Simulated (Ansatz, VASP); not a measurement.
BP in VASP and in Ansatz

```
B P
1.0
     0.00000    2.18391    2.26900
     2.18391    0.00000    2.26900
     2.18391    2.18391    0.00000
B P
1 1
Direct
  0.00000 0.00000 0.00000
  0.75000 0.75000 0.75000
```

Change from the starting cell: strain -0.0375 x Voigt [1, 1, 0, 0, 0, 0], atoms carried along.

Alike in both runs: task single point; functional r2SCAN; k mesh 10 × 10 × 10; occupations gaussian, width 0.05 eV; no spin polarisation.

|  | VASP | Ansatz |
| --- | --- | --- |
| version | VASP 6.6.1 | Ansatz 0.2.0 |
| potentials or method | VASP PAW PBE potentials, release 64 (B, P), cutoff 520 eV | scalar-relativistic, plane waves, PAW |
| valence electrons in the cell | 8 | 8 |

|  | VASP | Ansatz | Ansatz less VASP |
| --- | --- | --- | --- |
| gap on the k mesh at the Fermi level (eV) | 1.03 | 1.00 | -0.029 |
| least direct gap on the mesh (eV) | 3.56 | 3.52 | -0.040 |
| pressure (GPa) | 14.1 | 14.7 | +0.61 |
| traceless stress, the component that is largest in VASP (GPa) | -8.27 | -8.23 | +0.039 |

VASP's potentials were made for PBE, not for r2SCAN. With one functional, cell and mesh, what is left measures potentials, basis and numerics.
